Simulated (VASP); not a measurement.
Wanted: the native input for a VASP 6.6.1 run.

| Property | Result |
| --- | --- |
| Task | single point |
| Functional | PBEsol |
| Potentials or basis | VASP PAW PBE potentials, release 64 (Sb) |
| Cutoff | 520 eV |
| k mesh | 16 × 16 × 16 |
| Occupations | gaussian, width 0.15 eV |
| Spin | no spin polarisation |
| Dipole correction | no |
| Further INCAR settings | ALGO = Normal; EDIFF = 1e-06; NBANDS = 8 |

The structure of Sb lies in POSCAR:

```
Sb
1.0
    3.2864000000      0.0000000000      0.0000000000
    0.0000000000      3.2864000000      0.0000000000
    0.0000000000      0.0000000000      3.1600000000
Sb
1
Direct
    0.0000000000      0.0000000000      0.0000000000
```

This cell differs from its parent crystal: strain +0.040 along x and y, +0.000 along z.

One way to write it, as run:

INCAR

```
SYSTEM = Sb
PREC = Accurate
ENCUT = 520
EDIFF = 1E-6
ISMEAR = 0
SIGMA = 0.15
LREAL = .False.
LASPH = .True.
NELM = 60
ALGO = Normal
ISIF = 2
LWAVE = .False.
LCHARG = .False.
GGA = PS
NBANDS = 8
```

KPOINTS

```
regular mesh
0
Gamma
  16 16 16
  0 0 0
```

Potentials or basis: VASP PAW PBE potentials, release 64 (Sb).

Command:

```bash
$ cat potpaw_PBE.64/Sb/POTCAR > POTCAR
$ mpirun -np 1 vasp_std > vasp.out
```

It gave:

| Item | Value |
| --- | --- |
| Pressure | -7.3 GPa |

Caveat: the cell differs from its parent crystal (strain +0.040 along x and y, +0.000 along z); the PAW data sets were made with another functional, which shifts forces and pressure a little.

Wall time 21 s on 1 thread of Intel(R) Xeon(R) Platinum 8375C CPU @ 2.90GHz (Ice Lake), with other jobs on the host, peak memory 0.22 GiB.
